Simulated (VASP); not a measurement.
# CdSe (Fm-3m) in VASP: settings compared, part 2 of 2

VASP 6.6.1. Earlier steps stand in the parts before.

## Step 5: The runs side by side

```tsv
level	potentials or basis	gap on the mesh (eV)	pressure (GPa)
PBEsol	VASP PAW PBE potentials, release 64 (Cd, Se)	none	-3.4
LDA	VASP PAW LDA potentials, release 64 (Cd, Se)	none	-5.5
BLYP	VASP PAW PBE potentials, release 64 (Cd, Se)	none	4.2
```

Alike in all rows: task single point; no spin polarisation; cell as given; k mesh 6 × 6 × 6; cutoff (eV) 520; smearing methfessel-paxton 0.05 eV.

Caveats: the PAW data sets were made with another functional, which shifts forces and pressure a little (some runs).

Total energies depend on the potentials used, so only differences within one code and one set of settings carry meaning.
